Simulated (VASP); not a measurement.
# SiGe (P6_3mc) in VASP: further runs, part 2 of 4

VASP 6.6.1. Earlier steps stand in the parts before.

## Step 3: Single point, LDA (volume 21.559 Å^3 an atom, c/a of the conventional cell 1.5089)

The input, INCAR:

```
SYSTEM = SiGe
  PREC = Accurate
  ENCUT = 520
  EDIFF = 1E-6
  ISMEAR = 0
  SIGMA = 0.03
  LREAL = .FALSE.
  LASPH = .TRUE.
  NELM = 100
  ALGO = Normal
  ISIF = 2
  LWAVE = .FALSE.
  LCHARG = .FALSE.
  NBANDS = 26
```

The input, KPOINTS:

```
Automatic mesh
0
G
  12 12 6
  0 0 0
```

The input, POSCAR:

```
SiGe
1.0
    4.0410960332      0.0000000000      0.0000000000
   -2.0205480166      3.4996918239      0.0000000000
    0.0000000000      0.0000000000      6.0976098045
Si Ge
2 2
Direct
    0.6666666667      0.3333333333      0.8745031008
    0.3333333333      0.6666666667      0.3745031008
    0.6666666667      0.3333333333      0.5004958992
    0.3333333333      0.6666666667      0.0004958992
```

Potentials or basis: VASP PAW LDA potentials, release 64 (Si, Ge_d).

Command:

```console
> cat potpaw_LDA.64/Si/POTCAR potpaw_LDA.64/Ge_d/POTCAR > POTCAR
> mpirun -np 1 vasp_std > vasp.out
```

OUTCAR:

```text
SYSTEM = SiGe
   PREC = Accurate
   ENCUT = 520
   EDIFF = 1E-6
   ISMEAR = 0
   LREAL = .FALSE.
   LASPH = .TRUE.
   NELM = 100
   ISIF = 2

 ion  position               nearest neighbor table
   1  0.667  0.333  0.875-   3 2.28   4 2.46   4 2.46   4 2.46
   2  0.333  0.667  0.375-   4 2.28   3 2.46   3 2.46   3 2.46
   3  0.667  0.333  0.500-   1 2.28   2 2.46   2 2.46   2 2.46
   4  0.333  0.667  0.000-   2 2.28   1 2.46   1 2.46   1 2.46

  LATTYP: Found a hexagonal cell.
 ALAT       =     4.0410960332
 C/A-ratio  =     1.5089000000

  Lattice vectors:

 A1 = (   4.0410960332,   0.0000000000,   0.0000000000)
 A2 = (  -2.0205480166,   3.4996918239,   0.0000000000)
 A3 = (   0.0000000000,   0.0000000000,   6.0976098045)

Analysis of symmetry for initial positions (statically):
=====================================================================
 Subroutine PRICEL returns:
 Original cell was already a primitive cell.

 Routine SETGRP: Setting up the symmetry group for a
 hexagonal supercell.

 Subroutine GETGRP returns: Found 12 space group operations
 (whereof  6 operations were pure point group operations)
 out of a pool of 24 trial point group operations.

The static configuration has the point symmetry C_3v.
 The point group associated with its full space group is C_6v.

Analysis of symmetry for dynamics (positions and initial velocities):
=====================================================================
 Subroutine PRICEL returns:
 Original cell was already a primitive cell.

 Routine SETGRP: Setting up the symmetry group for a
 hexagonal supercell.

 Subroutine GETGRP returns: Found 12 space group operations
 (whereof  6 operations were pure point group operations)
 out of a pool of 24 trial point group operations.

The dynamic configuration has the point symmetry C_3v.
 The point group associated with its full space group is C_6v.

 Subroutine INISYM returns: Found 12 space group operations
 (whereof  6 operations are pure point group operations),
 and found     1 'primitive' translations

----------------------------------------------------------------------------------------

                                     Primitive cell

  volume of cell :      86.2360

  direct lattice vectors                    reciprocal lattice vectors
     4.041096033  0.000000000  0.000000000     0.247457618  0.142869723  0.000000000
    -2.020548017  3.499691824  0.000000000     0.000000000  0.285739445  0.000000000
     0.000000000  0.000000000  6.097609805     0.000000000  0.000000000  0.163998687

  length of vectors
     4.041096033  4.041096033  6.097609805     0.285739445  0.285739445  0.163998687

  position of ions in fractional coordinates (direct lattice)
     0.666666667  0.333333333  0.874503101
     0.333333333  0.666666667  0.374503101
     0.666666667  0.333333333  0.500495899
     0.333333333  0.666666667  0.000495899

  ion indices of the primitive-cell ions
   primitive index   ion index
                 1           1
                 2           2
                 3           3
                 4           4

----------------------------------------------------------------------------------------

 KPOINTS: Automatic mesh

Automatic generation of k-mesh.
 Grid dimensions read from file:
 generate k-points for:   12   12    6

 Generating k-lattice:

  Cartesian coordinates                     Fractional coordinates (reciprocal lattice)
     0.020621468  0.011905810  0.000000000     0.083333333  0.000000000  0.000000000
     0.000000000  0.023811620  0.000000000     0.000000000  0.083333333  0.000000000
     0.000000000  0.000000000  0.027333114     0.000000000  0.000000000  0.166666667

  Length of vectors
     0.023811620  0.023811620  0.027333114

  Shift w.r.t. Gamma in fractional coordinates (k-lattice)
     0.000000000  0.000000000  0.000000000

 Subroutine IBZKPT returns following result:
 ===========================================

 Found     76 irreducible k-points:

 Following reciprocal coordinates:
            Coordinates               Weight
  0.000000  0.000000  0.000000      1.000000
  0.083333 -0.000000  0.000000      6.000000
  0.166667 -0.000000  0.000000      6.000000
  0.250000 -0.000000  0.000000      6.000000
  0.333333 -0.000000  0.000000      6.000000
  0.416667 -0.000000  0.000000      6.000000
[... 16 lines left out ...]
  0.250000 -0.000000  0.166667     12.000000
  0.333333 -0.000000  0.166667     12.000000
 [... further k-points ...]
   k-points           NKPTS =     76   k-points in BZ     NKDIM =     76   number of bands    NBANDS=     26
   number of dos      NEDOS =    301   number of ions     NIONS =      4
   total plane-waves  NPLWV =  43200
   dimension x,y,z NGX =    30 NGY =   30 NGZ =   48
   dimension x,y,z NGXF=    60 NGYF=   60 NGZF=   96
   ions per type =               2   2
   NGX,Y,Z   is equivalent  to a cutoff of  12.34, 12.34, 13.09 a.u.
   NGXF,Y,Z  is equivalent  to a cutoff of  24.68, 24.68, 26.17 a.u.
 SYSTEM =  SiGe
   PREC   = accura    normal or accurate (medium, high low for compatibility)
   ISTART =      0    job   : 0-new  1-cont  2-samecut
   ICHARG =      2    charge: 1-file 2-atom 10-const
   ISPIN  =      1    spin polarized calculation?
   LNONCOLLINEAR =      F non collinear calculations
   LSORBIT =      F    spin-orbit coupling
   LASPH  =      T    aspherical Exc in radial PAW
   ENCUT  =  520.0 eV  38.22 Ry    6.18 a.u.   7.51  7.51 11.34*2*pi/ulx,y,z
   NELM   =    100;   NELMIN=  2; NELMDL= -5     # of ELM steps
   EDIFF  = 0.1E-05   stopping-criterion for ELM
   LREAL  =      F    real-space projection
   EDIFFG = 0.1E-04   stopping-criterion for IOM
   NSW    =      0    number of steps for IOM
   IBRION =     -1    ionic relax: 0-MD 1-quasi-New 2-CG
   NFREE  =      0    steps in history (QN), initial steepest desc. (CG)
   ISIF   =      2    stress and relaxation
   ISYM   =      2    0-nonsym 1-usesym 2-fastsym
   POTIM  = 0.5000    time-step for ionic-motion
   TEBEG  =    0.0;   TEEND  =   0.0 temperature during run
   PSTRESS=    0.0 pullay stress
   NELECT =      36.0000    total number of electrons
   NUPDOWN=      -1.0000    fix difference up-down
   EMIN   =  10.00;   EMAX   =-10.00  energy-range for DOS
   EFERMI =   0.00;   METHOD = LEGACY
   ISMEAR =     0;   SIGMA  =   0.03  broadening in eV -4-tet -1-fermi 0-gaus
   EFERMI_NEDOS =   21; number of points for ismear=-14 and -15
   IALGO  =     38    algorithm
   IMIX   =      4    mixing-type and parameters
     AMIX     =   0.40;   BMIX     =  1.00
     AMIX_MAG =   1.60;   BMIX_MAG =  1.00
  volume/ion in A,a.u.               =      21.56       145.49
  Fermi-wavevector in a.u.,A,eV,Ry     =   1.223525  2.312127 20.368099  1.497013
  Thomas-Fermi vector in A             =   2.358633
   LORBIT       =      0    0 simple, 1 ext, 2 COOP (PROOUT), +10 PAW based schemes
   GGA     = CA    functional components
   LHFCALC =     F    Hartree Fock is set to
   AEXX    =    0.0000 exact exchange contribution
   IVDW    =     0    specifies the selected vdW correction
   LEPSILON=     F    determine dielectric tensor
   LRPA    =     F    only Hartree local field effects (RPA)
 non-spin polarized calculation
 Gauss-broadening in eV      SIGMA  =   0.03
  energy-cutoff  :      520.00
  volume of cell :       86.24
 maximum number of plane-waves:      2345
   NGX = 15   NGY = 15   NGZ = 23

 number of electron      35.9999999 magnetization

 Free energy of the ion-electron system (eV)
  ---------------------------------------------------
  ext. energy  EPLUGINS =         0.00000000
  ---------------------------------------------------
  free energy    TOTEN  =       -21.88238243 eV

  energy without entropy =      -21.88222357  energy(sigma->0) =      -21.88230300

 E-fermi :   5.2512     XC(G=0):  -9.9134

 val. band max:        5.2483675519   @ k =   0.0000   0.0000   0.3333
 cond. band min:       5.2918519660   @ k =   0.5000  -0.0000   0.0000
 fundamental gap:      0.0434844141
 Fermi energy:         5.2511514256

 k-point     1 :       0.0000    0.0000    0.0000
  band No.  band energies     occupation
      1     -19.3746      2.00000
      2     -19.3725      2.00000
      3     -19.3617      2.00000
      4     -19.3617      2.00000
      5     -19.3590      2.00000
      6     -19.3590      2.00000
[... 18 lines left out ...]
     25       9.6516      0.00000
     26      11.4268      0.00000
[... 644 lines left out ...]
      4     -19.3585      2.00000
      5     -19.3582      2.00000
      6     -19.3554      2.00000
[... 18 lines left out ...]
     25      12.0278      0.00000
     26      12.3744      0.00000

 [... further k-points ...]
[... 5 lines left out ...]
  --------------------------------------------------------------------------------------
  -------------------------------------------------------------------------------------
  Total       -4.4623344     -4.4623344      6.0821852      0.0000000      0.0000000      0.0000000
  in kB      -82.9056436    -82.9056436    113.0008269      0.0000000      0.0000000      0.0000000
  external PRESSURE =     -17.6034867 kB  Pullay stress =       0.0000000 kB

 VOLUME and BASIS-vectors are now :
 -----------------------------------------------------------------------------
  energy-cutoff  :      520.00
  volume of cell :       86.24
      direct lattice vectors                 reciprocal lattice vectors
     4.041096033  0.000000000  0.000000000     0.247457618  0.142869723  0.000000000
    -2.020548017  3.499691824  0.000000000     0.000000000  0.285739445  0.000000000
     0.000000000  0.000000000  6.097609805     0.000000000  0.000000000  0.163998687

 POSITION                                       TOTAL-FORCE (eV/Angst)
 -----------------------------------------------------------------------------------
      2.02055      1.16656      5.33238        -0.000000      0.000000      1.094281
     -0.00000      2.33313      2.28357         0.000000      0.000000      1.094281
      2.02055      1.16656      3.05183         0.000000     -0.000000     -1.094281
     -0.00000      2.33313      0.00302        -0.000000      0.000000     -1.094281
 -----------------------------------------------------------------------------------
    total drift:                               -0.000000     -0.000000      0.002186

  FREE ENERGIE OF THE ION-ELECTRON SYSTEM (eV)
  ---------------------------------------------------
  free  energy   TOTEN  =       -21.8823824317 eV

  energy  without entropy=      -21.8822235676  energy(sigma->0) =      -21.88230300
```

OSZICAR:

```text
N       E                     dE             d eps       ncg     rms          rms(c)
DAV:   1     0.263109041714E+03    0.26311E+03   -0.17698E+04  4614   0.290E+03
DAV:   2     0.204531713014E+02   -0.24266E+03   -0.23392E+03  3984   0.630E+02
DAV:   3    -0.206172849075E+02   -0.41070E+02   -0.40599E+02  4836   0.153E+02
DAV:   4    -0.222943459555E+02   -0.16771E+01   -0.16741E+01  4702   0.342E+01
DAV:   5    -0.223301393124E+02   -0.35793E-01   -0.35785E-01  4898   0.555E+00    0.583E+00
DAV:   6    -0.220257156209E+02    0.30442E+00   -0.13659E-01  4478   0.212E+00    0.339E+00
DAV:   7    -0.218809132341E+02    0.14480E+00   -0.26598E-01  4994   0.278E+00    0.250E-01
DAV:   8    -0.218822498777E+02   -0.13366E-02   -0.25218E-02  4600   0.118E+00    0.173E-01
DAV:   9    -0.218823403595E+02   -0.90482E-04   -0.10008E-03  4930   0.231E-01    0.109E-01
DAV:  10    -0.218824074195E+02   -0.67060E-04   -0.24958E-04  4438   0.113E-01    0.325E-02
DAV:  11    -0.218823826012E+02    0.24818E-04   -0.44610E-05  4476   0.515E-02    0.753E-03
DAV:  12    -0.218823824317E+02    0.16946E-06   -0.65051E-06  4166   0.144E-02
   1 F= -.21882382E+02 E0= -.21882303E+02  d E =-.158864E-03
```

stdout:

```text
POSCAR found type information on POSCAR SiGe
 POSCAR found :  2 types and       4 ions
 scaLAPACK will be used
 LDA part: xc-table for (Slater(with rela. corr.)+CA(PZ))
 , standard interpolation
 POSCAR, INCAR and KPOINTS ok, starting setup
 FFT: planning ... GRIDC
 FFT: planning ... GRID_SOFT
 FFT: planning ... GRID
 WAVECAR not read
 entering main loop
```

It took 91 s on 1 thread of Intel Xeon Platinum 8488C (Sapphire Rapids), shared host; peak memory 0.26 GiB.

What came out:

```
Free energy            : -21.8824 eV
Pressure               : -1.8 GPa
Largest force          : 1.094 eV/Å
Band gap on the k mesh : zero (band 18 reaches 5.38 eV, above the bottom of band 19 at 5.11 eV)
```

Forces in eV/Å, atoms in the order of the input:
```
Si   0.000  0.000  1.094
Si   0.000  0.000  1.094
Ge   0.000  0.000 -1.094
Ge   0.000  0.000 -1.094
```

Caveat: forces of over 1 eV/Å act on the atoms, so gaps and moduli don't describe the material at rest.

## Step 4: Single point, LDA (volume 22.389 Å^3 an atom, c/a of the conventional cell 1.3776)

The input, INCAR:

```
PREC = Accurate
ENCUT = 520
EDIFF = 1E-6
ISMEAR = 0
SIGMA = 0.03
LREAL = F
LASPH = T
NELM = 80
ALGO = Normal
ISIF = 2
LWAVE = F
LCHARG = T
GGA = CA
LELF = T
LVHAR = T
NBANDS = 26
```

The input, KPOINTS:

```
regular mesh
0
Gamma
  12 12 6
```

The input, POSCAR:

```
SiGe
1.0
    4.2183923813      0.0000000000      0.0000000000
   -2.1091961906      3.6532349653      0.0000000000
    0.0000000000      0.0000000000      5.8112573444
Si Ge
2 2
Direct
    0.6666666667      0.3333333333      0.8745031008
    0.3333333333      0.6666666667      0.3745031008
    0.6666666667      0.3333333333      0.5004958992
    0.3333333333      0.6666666667      0.0004958992
```

Command:

```console
> cat potpaw_LDA.64/Si/POTCAR potpaw_LDA.64/Ge_d/POTCAR > POTCAR
> mpirun -np 1 vasp_std > vasp.out
```

It took 1.8 min on 1 thread of Intel Xeon Platinum 8488C (Sapphire Rapids), shared host; peak memory 0.27 GiB.

The run converged. Its results:

```yaml
Free_energy: -20.8861 eV
Pressure: -0.7 GPa
Largest_force: 2.594 eV/Å
Band_gap_on_the_k_mesh: zero (band 18 reaches 5.17 eV, above the bottom of band 19 at 4.24 eV)
```

Forces on the atoms (eV/Å):
```
Si   0.000  0.000  2.594
Si   0.000  0.000  2.594
Ge   0.000  0.000 -2.594
Ge   0.000  0.000 -2.594
```

Stress tensor (GPa, compression positive):
```
-13.54   0.00   0.00
  0.00 -13.54   0.00
  0.00   0.00  24.84
```

Levels at points of the mesh, in eV from the Fermi level:
| k point | band 14 | band 15 | band 16 | band 17 | band 18 | band 19 | band 20 | band 21 | band 22 | band 23 |
| --- | --- | --- | --- | --- | --- | --- | --- | --- | --- | --- |
| (0.00, 0.00, 0.00) | -2.12 | -2.12 | -1.12 | -0.29 | 0.50 | 0.50 | 0.94 | 1.34 | 1.34 | 4.70 |
| (0.50, 0.00, 0.00) | -5.16 | -4.49 | -3.33 | -2.87 | -0.65 | -0.09 | 2.47 | 2.84 | 3.66 | 7.05 |
| (0.00, 0.00, 0.50) | -3.87 | -1.23 | -1.23 | -1.23 | -1.23 | 0.44 | 0.44 | 2.87 | 2.87 | 2.87 |
| (0.50, 0.00, 0.50) | -7.03 | -2.38 | -2.38 | -1.62 | -1.62 | 0.83 | 0.83 | 3.07 | 3.07 | 6.07 |

Caveat: forces of over 1 eV/Å act on the atoms, so gaps and moduli don't describe the material at rest.

(Continued in part 3 of 4.)
